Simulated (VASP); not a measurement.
# Si: single point with PBE

Si:

```
CELL_PARAMETERS angstrom
7.71905 -0.04436 0.00137
-0.04436 7.78227 0.26479
0.00137 0.26479 7.52763
ATOMIC_POSITIONS crystal
Si 0.92163 0.77302 0.27205
Si 0.93357 0.36316 0.99737
Si 0.09051 0.85373 0.90335
Si 0.40676 0.03992 0.08059
Si 0.94673 0.74462 0.55376
Si 0.34325 0.65819 0.19193
Si 0.26096 0.17532 0.72542
Si 0.66870 0.42939 0.15173
Si 0.34369 0.88297 0.38018
Si 0.52690 0.52507 0.46423
Si 0.62531 0.79715 0.01164
Si 0.06896 0.41376 0.51649
Si 0.25067 0.73098 0.63873
Si 0.44225 0.40085 0.94065
Si 0.09141 0.14320 0.01166
Si 0.84428 0.18563 0.57761
Si 0.82332 0.63935 0.82561
Si 0.22547 0.35420 0.28247
Si 0.62535 0.10892 0.88731
Si 0.65929 0.93532 0.38132
Si 0.50206 0.87170 0.74677
Si 0.49202 0.25094 0.29385
Si 0.07486 0.03592 0.43119
Si 0.70272 0.35850 0.72023
```

```yaml
Program: VASP 6.6.1
Task: single point
Functional: PBE
Potentials_or_basis: VASP PAW PBE potentials, release 64 (Si)
Cutoff: 520 eV
k_mesh: 1 × 1 × 1, shifted
Occupations: fermi-dirac, width 0.2413 eV
Spin: no spin polarisation
```

```yaml
Pressure: 0.8 GPa
Largest_force: 3.729 eV/Å
Band_gap_on_the_k_mesh: 0.09 eV
```

Forces on the atoms (eV/Å):
```
Si  -0.773  0.566 -3.004
Si  -2.000  2.829 -0.082
Si  -0.008 -0.451  0.358
Si  -1.146 -0.155  0.487
Si   0.019 -1.017  2.496
Si   0.075 -0.558 -1.123
Si  -0.522  0.451  0.106
Si   2.071  2.028 -0.544
Si   0.021  0.536 -0.402
Si  -0.008 -0.136 -0.265
Si   0.686 -1.043  1.694
Si  -0.407  0.112  1.600
Si  -0.195 -0.871  0.712
Si  -0.466  0.166 -0.483
Si   2.119 -2.556 -0.081
Si   1.467 -2.012 -2.163
Si   0.294 -0.268  0.800
Si  -0.919  0.399 -1.524
Si   0.667 -0.014 -0.241
Si   0.165  0.660  0.875
Si  -0.270  0.099 -1.628
Si   0.527 -2.113  1.615
Si   0.418  0.303 -0.355
Si  -1.818  3.047  1.149
```

Stress tensor (GPa, compression positive):
```
 2.17 -2.84 -3.42
-2.84 -0.30  0.01
-3.42  0.01  0.52
```

Levels at points of the mesh, in eV from the valence-band top:
```csv
k point,band 45,band 46,band 47,band 48,band 49,band 50,band 51,band 52
"(0.25, 0.25, 0.25)",-0.53,-0.35,-0.14,0.00,0.09,0.39,0.50,0.72
```

It took 100 s on 1 thread of Intel Xeon 8259CL, on a shared host, peak memory 0.41 GiB.

Caveat: the k points lie up to 0.84 Å⁻¹ apart.
